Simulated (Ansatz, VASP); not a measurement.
Two plane-wave programs on Sc2SiF2

The input INCAR:

```
ALGO = Normal
EDIFF = 1E-6
ENCUT = 600
GGA = PE
GGA_COMPAT = False
ISIF = 2
ISMEAR = 0
LASPH = True
LCHARG = False
LREAL = False
LWAVE = False
NBANDS = 28
NELM = 120
PREC = Accurate
SIGMA = 0.1
```

KPOINTS

```
k-points
0
Gamma
  4 4 4
```

POSCAR

```
Sc2SiF2
1.0
    4.3268166600      0.0000000000      0.0000000000
    0.0000000000      4.3268166600      0.0000000000
    0.0000000000      0.0000000000      4.1299409900
Sc Si F
2 1 2
Direct
    0.5000000000      0.0000000000      0.1837432200
    0.0000000000      0.5000000000      0.1837432200
    0.0000000000      0.0000000000      0.6494142900
    0.5000000000      0.0000000000      0.6769339300
    0.0000000000      0.5000000000      0.6769339300
```

Input for Ansatz:

```yaml
crystal:
  lattice:
    - [4.32681666, 0.0, 0.0]
    - [0.0, 4.32681666, 0.0]
    - [0.0, 0.0, 4.12994099]
  atoms:
    - { symbol: Sc, position: [0.5, 0.0, 0.18374322] }
    - { symbol: Sc, position: [0.0, 0.5, 0.18374322] }
    - { symbol: Si, position: [0.0, 0.0, 0.64941429] }
    - { symbol: F, position: [0.5, 0.0, 0.67693393] }
    - { symbol: F, position: [0.0, 0.5, 0.67693393] }
basis:
  ecutwfc: 420
kpoints:
  mp_grid: { grid: [4, 4, 4] }
hamiltonian:
  xc: pbe
scf:
  occupations: { method: gaussian, width: 0.1 }
  lower_state_search: "off"
output:
  forces: true
  stress: true
  eigenvalues: true
```

Alike in both runs: task single point; functional PBE; k mesh 4 × 4 × 4; occupations gaussian, width 0.1 eV; no spin polarisation.

|  | VASP | Ansatz |
| --- | --- | --- |
| version | VASP 6.6.1 | Ansatz 0.2.0 |
| potentials or method | VASP PAW PBE potentials, release 64 (Sc_sv, Si, F), cutoff 600 eV | scalar-relativistic, plane waves, PAW |
| valence electrons in the cell | 40 | 40 |

```csv
,VASP,Ansatz,Ansatz less VASP
gap on the k mesh at the Fermi level (eV),none,none,-
pressure (GPa),15.1,14.8,-0.27
"traceless stress, the component that is largest in VASP (GPa)",-1.24,-1.90,-0.659
rms of the force components (eV/Å),0.188,0.176,-0.0120
```

Atom by atom the forces differ by 0.012 eV/Å (rms over components). A gap of «none» marks a metal or a gap that the smearing closes.

The k mesh is coarse, so the values compare programs but aren't converged.
